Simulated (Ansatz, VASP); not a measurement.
# One calculation of C, two programs

```
C
1.0
     1.22913    0.70964    3.28357
    -1.22913    0.70964    3.28357
     0.00000   -1.41928    3.28357
C
2
Direct
  0.17128 0.17128 0.15719
  0.82872 0.82872 0.84281
```

Change from the starting cell: mode 4 frozen in at +0.000 Å and mode 6 at +0.020 Å (largest displacements).

Alike in both runs: task single point; functional PBEsol; dispersion D3(BJ); k mesh 15 × 15 × 15; occupations gaussian, width 0.05 eV; no spin polarisation.

```csv
,VASP,Ansatz
version,VASP 6.6.1,Ansatz 0.2.0
potentials or method,"VASP PAW PBE potentials, release 64 (C), cutoff 520 eV","scalar-relativistic, plane waves, PAW"
valence electrons in the cell,8,8
```

VASP gave:

| Quantity | Value |
| --- | --- |
| gap on the k mesh at the Fermi level (eV) | 0.32 |
| least direct gap on the mesh (eV) | 0.32 |
| pressure (GPa) | 1.4 |
| traceless stress, the component that is largest in VASP (GPa) | 5.43 |
| rms of the force components (eV/Å) | 1.217 |

Q: What did Ansatz give for the same quantities?

A: gap on the k mesh at the Fermi level (eV): 0.32; least direct gap on the mesh (eV): 0.32; pressure (GPa): 0.7; traceless stress, the component that is largest in VASP (GPa): 4.94; rms of the force components (eV/Å): 1.214.

VASP's potentials were made for PBE, not for PBEsol. Atom by atom the forces differ by 0.003 eV/Å (rms over components).
